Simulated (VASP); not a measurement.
Al, 2 atoms in the cell. Symmetry: R-3m, No. 166, trigonal system. Conventional cell: a = 2.797 Å, b = 2.797 Å, c = 15.753 Å, α = 90.00°, β = 90.00°, γ = 120.00°. Al (site symmetry 3m) has 10 Al at 2.77 to 2.96 Å within 3.7 Å. 

* Program: VASP 6.6.1
* Task: relaxation of cell and atoms
* Functional: PBE
* Potentials or basis: VASP PAW PBE potentials, release 64 (Al)
* Cutoff: 500 eV
* k mesh: 24 × 24 × 24
* Occupations: gaussian, width 0.1 eV
* Spin: no spin polarisation
* Dipole correction: no
* Further INCAR settings: ALGO = Normal; EDIFF = 1e-07; IBRION = 2; EDIFFG = -0.01; NSW = 100; ISIF = 3

Potentials or basis: VASP PAW PBE potentials, release 64 (Al).

Command:

```sh
$ cat potpaw_PBE.64/Al/POTCAR > POTCAR
$ mpirun -np 1 vasp_std > vasp.out
```

Hardware: 1 thread of Intel(R) Xeon(R) Platinum 8375C CPU @ 2.90GHz (Ice Lake) (shared host).

Q: Estimate the wall time of this run.

A: Wall time 40 min on 1 thread of Intel(R) Xeon(R) Platinum 8375C CPU @ 2.90GHz (Ice Lake), with other jobs on the host, peak memory 0.47 GiB. Counts: scf iterations 45, k points 1313, ion steps 7.
